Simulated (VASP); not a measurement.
Input of a VASP 6.6.1 run:

Contents of INCAR:

```
PREC = Accurate ; ENCUT = 600
EDIFF = 1E-6 ; ISMEAR = 0
SIGMA = 0.1 ; LREAL = False
LASPH = True ; NELM = 100
ALGO = Normal ; ISIF = 3
LWAVE = False ; LCHARG = False
GGA = PE ; IBRION = 2
NSW = 90 ; EDIFFG = -0.04
```

KPOINTS

```
Automatic mesh
0
Gamma
  6 6 2
```

File POSCAR:

```
HfTi2Si2
1.0
    3.7283727100      0.0000000000      0.0000000000
   -1.8641863600      3.2288654800      0.0000000000
    0.0000000000      0.0000000000      7.9274526000
Hf Ti Si
1 2 2
Direct
    0.6666666700      0.3333333300      0.5000000000
    0.3333333300      0.6666666700      0.5000000000
    0.0000000000      0.0000000000      0.0000000000
    0.6666666700      0.3333333300      0.7892707500
    0.6666666700      0.3333333300      0.2107292500
```

Potentials or basis: VASP PAW PBE potentials, release 64 (Hf_pv, Ti_sv, Si).

The run is started by

```bash
$ cat potpaw_PBE.64/Hf_pv/POTCAR potpaw_PBE.64/Ti_sv/POTCAR potpaw_PBE.64/Si/POTCAR > POTCAR
$ mpirun -np 1 vasp_std > vasp.out
```

(1) Predict the relaxed cell.

(2) What does it give for the relaxed volume?

(3) What does it give for the band gap on the k mesh?

Answers

(1) a = 4.380 Å, b = 4.380 Å, c = 7.231 Å, α = 90.00°, β = 90.00°, γ = 120.00°.

(2) 24.03 Å³/atom.

(3) zero (bands 21 and 22 overlap by 0.47 eV).

Caveat: the k points lie up to 0.43 Å⁻¹ apart in the final cell; the volume moved by over 15 % at a fixed basis, so the end points are rough; spin-orbit coupling is left out, which moves the levels of the heavy elements.
